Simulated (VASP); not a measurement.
Set up this calculation in VASP 6.6.1, as the native input.

```
Task                   : single point
Functional             : PBE
Potentials or basis    : VASP PAW PBE potentials, release 64 (N, B, As)
Cutoff                 : 520 eV
k mesh                 : 8 × 8 × 8
Occupations            : fermi-dirac, width 0.02 eV
Spin                   : no spin polarisation
Dipole correction      : no
Further INCAR settings : ALGO = Normal; EDIFF = 1e-07; NBANDS = 26
```

The structure of B4As3N lies in POSCAR:

```
B4As3N
1.0
   -2.2610268787      2.2610268787      4.4492876299
    2.2610268787     -2.2610268787      4.4492876299
    2.2610268787      2.2610268787     -4.4492876299
N B As
1 4 3
Direct
    0.0000000000      0.0000000000      0.0000000000
    0.6857709925      0.6857709925      0.5939923286
    0.9082213362      0.3142290075      0.0000000000
    0.0917786638      0.0917786638      0.4060076714
    0.3142290075      0.9082213362      0.0000000000
    0.2500000000      0.7500000000      0.5000000000
    0.5000000000      0.5000000000      0.0000000000
    0.7500000000      0.2500000000      0.5000000000
```

One way to write it, as run:

INCAR

```
SYSTEM = B4As3N
PREC = Accurate ; ENCUT = 520
EDIFF = 1E-7 ; ISMEAR = -1
SIGMA = 0.02 ; LREAL = .FALSE.
LASPH = .TRUE. ; NELM = 80
ALGO = Normal ; ISIF = 2
LWAVE = .FALSE. ; LCHARG = .TRUE.
GGA = PE ; LELF = .TRUE.
LVHAR = .TRUE. ; NBANDS = 26
```

KPOINTS

```
Automatic mesh
0
G
  8 8 8
  0 0 0
```

Potentials or basis: VASP PAW PBE potentials, release 64 (N, B, As).

Launch:

```bash
$ cat potpaw_PBE.64/N/POTCAR potpaw_PBE.64/B/POTCAR potpaw_PBE.64/As/POTCAR > POTCAR
$ mpirun -np 1 vasp_std > vasp.out
```

Results of the run:

| Quantity | Value |
| --- | --- |
| Pressure | 2.8 GPa |
| Largest force | 0.216 eV/Å |
| Band gap on the k mesh | 1.23 eV, direct |

Run time: 2.6 min on 1 thread of Intel Xeon 6975P-C, on a shared host, peak memory 0.32 GiB.
